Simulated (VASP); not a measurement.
# Ti (Im-3m) in VASP: further runs

Runs on Ti. Level: LDA. Tasks: single point.

All numbers are computed with VASP 6.6.1; they aren't measurements. Logs are shortened: lines on timing, memory, paths and dates and some standing lists are left out, and cuts for length are marked.

**1. The cell of the first run**

Symmetry: Im-3m, No. 229, cubic system. The conventional cell has a = 2.803 Å, b = 2.803 Å, c = 2.803 Å, α = 90.00°, β = 90.00°, γ = 90.00°. Within 3.2 Å of Ti (site symmetry m-3m) lie 14 Ti at 2.43 to 2.80 Å.

**2. Single point, LDA**

INCAR

```
SYSTEM = Ti
PREC     = Accurate       ! precision mode
ENCUT    = 520            ! plane-wave cutoff, eV
EDIFF    = 1E-6           ! SCF threshold, eV
ISMEAR   = -1             ! smearing method
SIGMA    = 0.05           ! smearing width, eV
LREAL    = .False.        ! projectors in reciprocal space
LASPH    = .True.         ! aspherical terms in the spheres
NELM     = 60             ! most SCF steps
ALGO     = Normal         ! electronic algorithm
ISIF     = 2              ! what is computed and relaxed
LWAVE    = .False.        ! write WAVECAR
LCHARG   = .False.        ! write CHGCAR
NBANDS   = 12             ! bands
```

KPOINTS

```
regular mesh
0
Gamma
  19 19 19
  0 0 0
```

POSCAR

```
Ti
1.0
   -1.4012710979      1.4012710979      1.4012710979
    1.4012710979     -1.4012710979      1.4012710979
    1.4012710979      1.4012710979     -1.4012710979
Ti
1
Direct
    0.0000000000      0.0000000000      0.0000000000
```

Potentials or basis: VASP PAW LDA potentials, release 64 (Ti_sv).

The run is started by

```console
$ cat potpaw_LDA.64/Ti_sv/POTCAR > POTCAR
$ mpirun -np 1 vasp_std > vasp.out
```

OUTCAR:

```text
SYSTEM = Ti
   PREC = Accurate
   ENCUT = 520
   EDIFF = 1E-6
   ISMEAR = -1
   LREAL = .False.
   LASPH = .True.
   NELM = 60
   ISIF = 2

 ion  position               nearest neighbor table
   1  0.000  0.000  0.000-

  LATTYP: Found a body centered cubic cell.
 ALAT       =     2.8025421958

  Lattice vectors:

 A1 = (  -1.4012710979,   1.4012710979,   1.4012710979)
 A2 = (   1.4012710979,  -1.4012710979,   1.4012710979)
 A3 = (   1.4012710979,   1.4012710979,  -1.4012710979)

Analysis of symmetry for initial positions (statically):
=====================================================================
 Subroutine PRICEL returns:
 Original cell was already a primitive cell.

 Routine SETGRP: Setting up the symmetry group for a
 body centered cubic supercell.

 Subroutine GETGRP returns: Found 48 space group operations
 (whereof 48 operations were pure point group operations)
 out of a pool of 48 trial point group operations.

The static configuration has the point symmetry O_h .

Analysis of symmetry for dynamics (positions and initial velocities):
=====================================================================
 Subroutine PRICEL returns:
 Original cell was already a primitive cell.

 Routine SETGRP: Setting up the symmetry group for a
 body centered cubic supercell.

 Subroutine GETGRP returns: Found 48 space group operations
 (whereof 48 operations were pure point group operations)
 out of a pool of 48 trial point group operations.

The dynamic configuration has the point symmetry O_h .

 Subroutine INISYM returns: Found 48 space group operations
 (whereof 48 operations are pure point group operations),
 and found     1 'primitive' translations

----------------------------------------------------------------------------------------

                                     Primitive cell

  volume of cell :      11.0059

  direct lattice vectors                    reciprocal lattice vectors
    -1.401271098  1.401271098  1.401271098     0.000000000  0.356818892  0.356818892
     1.401271098 -1.401271098  1.401271098     0.356818892  0.000000000  0.356818892
     1.401271098  1.401271098 -1.401271098     0.356818892  0.356818892  0.000000000

  length of vectors
     2.427072737  2.427072737  2.427072737     0.504618116  0.504618116  0.504618116

  position of ions in fractional coordinates (direct lattice)
     0.000000000  0.000000000  0.000000000

  ion indices of the primitive-cell ions
   primitive index   ion index
                 1           1

----------------------------------------------------------------------------------------

 KPOINTS: regular mesh

Automatic generation of k-mesh.
 Grid dimensions read from file:
 generate k-points for:   19   19   19

 Generating k-lattice:

  Cartesian coordinates                     Fractional coordinates (reciprocal lattice)
     0.000000000  0.018779942  0.018779942     0.052631579  0.000000000  0.000000000
     0.018779942  0.000000000  0.018779942     0.000000000  0.052631579  0.000000000
     0.018779942  0.018779942  0.000000000     0.000000000  0.000000000  0.052631579

  Length of vectors
     0.026558848  0.026558848  0.026558848

  Shift w.r.t. Gamma in fractional coordinates (k-lattice)
     0.000000000  0.000000000  0.000000000

 Subroutine IBZKPT returns following result:
 ===========================================

 Found    220 irreducible k-points:

 Following reciprocal coordinates:
            Coordinates               Weight
  0.000000  0.000000  0.000000      1.000000
  0.052632  0.000000  0.000000     12.000000
  0.105263  0.000000  0.000000     12.000000
  0.157895  0.000000  0.000000     12.000000
  0.210526  0.000000  0.000000     12.000000
  0.263158  0.000000  0.000000     12.000000
[... 16 lines left out ...]
  0.263158  0.105263  0.000000     48.000000
  0.315789  0.105263  0.000000     48.000000
 [... further k-points ...]
   k-points           NKPTS =    220   k-points in BZ     NKDIM =    220   number of bands    NBANDS=     12
   number of dos      NEDOS =    301   number of ions     NIONS =      1
   total plane-waves  NPLWV =   5832
   dimension x,y,z NGX =    18 NGY =   18 NGZ =   18
   dimension x,y,z NGXF=    36 NGYF=   36 NGZF=   36
   ions per type =               1
   NGX,Y,Z   is equivalent  to a cutoff of  12.33, 12.33, 12.33 a.u.
   NGXF,Y,Z  is equivalent  to a cutoff of  24.66, 24.66, 24.66 a.u.
 SYSTEM =  Ti
   PREC   = accura    normal or accurate (medium, high low for compatibility)
   ISTART =      0    job   : 0-new  1-cont  2-samecut
   ICHARG =      2    charge: 1-file 2-atom 10-const
   ISPIN  =      1    spin polarized calculation?
   LNONCOLLINEAR =      F non collinear calculations
   LSORBIT =      F    spin-orbit coupling
   LASPH  =      T    aspherical Exc in radial PAW
   ENCUT  =  520.0 eV  38.22 Ry    6.18 a.u.   4.51  4.51  4.51*2*pi/ulx,y,z
   NELM   =     60;   NELMIN=  2; NELMDL= -5     # of ELM steps
   EDIFF  = 0.1E-05   stopping-criterion for ELM
   LREAL  =      F    real-space projection
   EDIFFG = 0.1E-04   stopping-criterion for IOM
   NSW    =      0    number of steps for IOM
   IBRION =     -1    ionic relax: 0-MD 1-quasi-New 2-CG
   NFREE  =      0    steps in history (QN), initial steepest desc. (CG)
   ISIF   =      2    stress and relaxation
   ISYM   =      2    0-nonsym 1-usesym 2-fastsym
   POTIM  = 0.5000    time-step for ionic-motion
   TEBEG  =    0.0;   TEEND  =   0.0 temperature during run
   PSTRESS=    0.0 pullay stress
   NELECT =      12.0000    total number of electrons
   NUPDOWN=      -1.0000    fix difference up-down
   EMIN   =  10.00;   EMAX   =-10.00  energy-range for DOS
   EFERMI =   0.00;   METHOD = LEGACY
   ISMEAR =    -1;   SIGMA  =   0.05  broadening in eV -4-tet -1-fermi 0-gaus
   EFERMI_NEDOS =   21; number of points for ismear=-14 and -15
   IALGO  =     38    algorithm
   IMIX   =      4    mixing-type and parameters
     AMIX     =   0.40;   BMIX     =  1.00
     AMIX_MAG =   1.60;   BMIX_MAG =  1.00
  volume/ion in A,a.u.               =      11.01        74.27
  Fermi-wavevector in a.u.,A,eV,Ry     =   1.684974  3.184138 38.628788  2.839136
  Thomas-Fermi vector in A             =   2.767900
   LORBIT       =      0    0 simple, 1 ext, 2 COOP (PROOUT), +10 PAW based schemes
   GGA     = CA    functional components
   LHFCALC =     F    Hartree Fock is set to
   AEXX    =    0.0000 exact exchange contribution
   IVDW    =     0    specifies the selected vdW correction
   LEPSILON=     F    determine dielectric tensor
   LRPA    =     F    only Hartree local field effects (RPA)
 non-spin polarized calculation
  energy-cutoff  :      520.00
  volume of cell :       11.01
 maximum number of plane-waves:       321
 NGX is ok and might be reduce to    18
   NGX =  9   NGY =  9   NGZ =  9

 number of electron      11.9999994 magnetization

 Free energy of the ion-electron system (eV)
  ---------------------------------------------------
  ext. energy  EPLUGINS =         0.00000000
  ---------------------------------------------------
  free energy    TOTEN  =        -7.58826544 eV

  energy without entropy =       -7.58072148  energy(sigma->0) =       -7.58449346

 E-fermi :  13.5765     XC(G=0): -14.1384

 val. band max:       13.5745668734   @ k =  -0.4211  -0.4211   0.1579
 cond. band min:      13.5993717695   @ k =  -0.4211   0.4211   0.1579
 fundamental gap:      0.0248048960
 Fermi energy:        13.5765151803

 k-point     1 :       0.0000    0.0000    0.0000
  band No.  band energies     occupation
      1     -41.9272      2.00000
      2     -16.9200      2.00000
      3     -16.9200      2.00000
      4     -16.9200      2.00000
      5       7.3166      2.00000
      6      14.7216      0.00000
      7      14.7216      0.00000
      8      14.7216      0.00000
      9      17.7369      0.00000
     10      17.7369      0.00000
     11      34.4022      0.00000
     12      34.4022      0.00000

 k-point     2 :       0.0526    0.0000    0.0000
  band No.  band energies     occupation
      1     -41.9079      2.00000
      2     -16.9995      2.00000
      3     -16.9420      2.00000
      4     -16.9213      2.00000
      5       7.4709      2.00000
      6      14.6380      0.00000
      7      14.7024      0.00000
      8      14.8485      0.00000
      9      17.6248      0.00000
     10      17.7398      0.00000
     11      34.4660      0.00000
     12      34.4954      0.00000

 k-point     3 :       0.1053    0.0000    0.0000
  band No.  band energies     occupation
      1     -41.8517      2.00000
      2     -17.2263      2.00000
      3     -17.0052      2.00000
      4     -16.9251      2.00000
      5       7.9118      2.00000
      6      14.4036      0.00000
      7      14.6200      0.00000
      8      15.2223      0.00000
      9      17.3732      0.00000
     10      17.7529      0.00000
     11      34.5848      0.00000
     12      34.6571      0.00000
[... 286 lines left out ...]
 k-point    23 :       0.2632    0.1053    0.0000
  band No.  band energies     occupation
      1     -41.3732      2.00000
      2     -18.8429      2.00000
      3     -17.5242      2.00000
      4     -17.0499      2.00000
      5      10.4823      2.00000
      6      12.8982      2.00000
      7      14.1373      0.00003
      8      17.2394      0.00000
      9      18.3998      0.00000
     10      19.2042      0.00000
     11      31.9271      0.00000
     12      32.4949      0.00000

 k-point    24 :       0.3158    0.1053    0.0000
  band No.  band energies     occupation
      1     -41.2704      2.00000
      2     -19.1469      2.00000
      3     -17.6498      2.00000
      4     -17.0602      2.00000
      5      10.3826      2.00000
      6      12.6350      2.00000
      7      14.8444      0.00000
      8      17.5339      0.00000
      9      18.5625      0.00000
     10      20.2309      0.00000
     11      30.5924      0.00000
     12      31.6643      0.00000

 [... further k-points ...]
[... 5 lines left out ...]
  --------------------------------------------------------------------------------------
  -------------------------------------------------------------------------------------
  Total        5.1195051      5.1195051      5.1195051      0.0000000      0.0000000      0.0000000
  in kB      745.2673129    745.2673129    745.2673129      0.0000000      0.0000000      0.0000000
  external PRESSURE =     745.2673129 kB  Pullay stress =       0.0000000 kB

 VOLUME and BASIS-vectors are now :
 -----------------------------------------------------------------------------
  energy-cutoff  :      520.00
  volume of cell :       11.01
      direct lattice vectors                 reciprocal lattice vectors
    -1.401271098  1.401271098  1.401271098     0.000000000  0.356818892  0.356818892
     1.401271098 -1.401271098  1.401271098     0.356818892  0.000000000  0.356818892
     1.401271098  1.401271098 -1.401271098     0.356818892  0.356818892  0.000000000

 POSITION                                       TOTAL-FORCE (eV/Angst)
 -----------------------------------------------------------------------------------
      0.00000      0.00000      0.00000        -0.000000      0.000000      0.000000
 -----------------------------------------------------------------------------------
    total drift:                                0.000000      0.000000      0.000000

  FREE ENERGIE OF THE ION-ELECTRON SYSTEM (eV)
  ---------------------------------------------------
  free  energy   TOTEN  =        -7.5882654432 eV

  energy  without entropy=       -7.5807214808  energy(sigma->0) =       -7.58449346
```

Wall time 16 s (1 thread of Intel Xeon 6975P-C (Granite Rapids), shared host); peak memory 0.13 GiB.

What came out:

```yaml
Free_energy: -7.5883 eV
Pressure: 74.5 GPa
Band_gap_on_the_k_mesh: zero (band 6 reaches 14.72 eV, above the bottom of band 7 at 12.49 eV)
```

Levels at points of the mesh, in eV from the Fermi level:
| k point | band 4 | band 5 | band 6 | band 7 | band 8 | band 9 |
| --- | --- | --- | --- | --- | --- | --- |
| (0.00, 0.00, 0.00) | -30.50 | -6.26 | 1.15 | 1.15 | 1.15 | 4.16 |

**3. Single point, LDA**

INCAR is that of step 2.

KPOINTS

```
Automatic mesh
0
Gamma
  19 19 19
  0 0 0
```

POSCAR

```
Ti
1.0
   -1.4013869137      1.4013869137      1.4013869137
    1.4013869137     -1.4013869137      1.4013869137
    1.4013869137      1.4013869137     -1.4013869137
Ti
1
Direct
    0.0000000000      0.0000000000      0.0000000000
```

Potentials or basis: VASP PAW LDA potentials, release 64 (Ti_sv).

The run is started by

```console
$ cat potpaw_LDA.64/Ti_sv/POTCAR > POTCAR
$ mpirun -np 1 vasp_std > vasp.out
```

Wall time 17 s (1 thread of Intel Xeon 6975P-C (Granite Rapids), shared host); peak memory 0.13 GiB.

It converged, with:

* Free energy: -7.5895 eV
* Pressure: 74.4 GPa
* Band gap on the k mesh: zero (band 6 reaches 14.72 eV, above the bottom of band 7 at 12.49 eV)

Levels at points of the mesh, in eV from the Fermi level:
| k point | band 4 | band 5 | band 6 | band 7 | band 8 | band 9 |
| --- | --- | --- | --- | --- | --- | --- |
| (0.00, 0.00, 0.00) | -30.50 | -6.26 | 1.15 | 1.15 | 1.15 | 4.16 |
